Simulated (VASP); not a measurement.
**Br: single point with PBEsol**

Crystal: Br.

```
Br
1.0
     4.59764    0.00000    0.00000
     0.00000    4.59764    0.00000
     0.00000    0.00000    4.59764
Br
3
Direct
  0.50000 0.00000 0.00000
  0.00000 0.50000 0.00000
  0.00000 0.00000 0.50000
```

```yaml
Program: VASP 6.6.1
Task: single point
Functional: PBEsol
Potentials_or_basis: VASP PAW PBE potentials, release 64 (Br)
Cutoff: 520 eV
k_mesh: 4 × 4 × 4
Occupations: gaussian, width 0.1 eV
Spin: collinear spin, ferromagnetic start
Starting_moments: "[1.0, 1.0, 1.0] μB"
```

| Property | Result |
| --- | --- |
| Pressure | -2.8 GPa |
| Net moment | 0.02 μB per cell |
| Valence electrons inside the program's atomic spheres | Br 4.64 |

Levels at points of the mesh, in eV from the Fermi level:
Spin up:
```
           k point  band 8  band 9  band 10  band 11  band 12  band 13
(0.00, 0.00, 0.00)   -0.88   -0.88     0.38     0.38     0.38     5.06
(0.50, 0.00, 0.00)   -1.65   -1.65    -1.34    -0.02    -0.02     7.33
(0.50, 0.50, 0.00)   -1.76   -1.58    -1.58     0.28     0.58     8.23
(0.50, 0.50, 0.50)    0.33    0.33     0.60     0.60     0.60     5.60
```
Spin down:
| k point | band 7 | band 8 | band 9 | band 10 | band 11 | band 12 | band 13 | band 14 |
| --- | --- | --- | --- | --- | --- | --- | --- | --- |
| (0.00, 0.00, 0.00) | -0.87 | -0.87 | -0.87 | 0.38 | 0.38 | 0.38 | 5.07 | 7.09 |
| (0.50, 0.00, 0.00) | -1.94 | -1.64 | -1.64 | -1.33 | -0.01 | -0.01 | 7.33 | 8.16 |
| (0.50, 0.50, 0.00) | -1.75 | -1.75 | -1.58 | -1.58 | 0.29 | 0.59 | 8.23 | 8.85 |
| (0.50, 0.50, 0.50) | -3.52 | 0.33 | 0.33 | 0.61 | 0.61 | 0.61 | 5.61 | 9.34 |

Wall time 38 s on 1 thread of Intel(R) Xeon(R) 6975P-C (Granite Rapids), on a shared host, peak memory 0.23 GiB.

Caveat: the PAW data sets were made with another functional, which shifts forces and pressure a little.
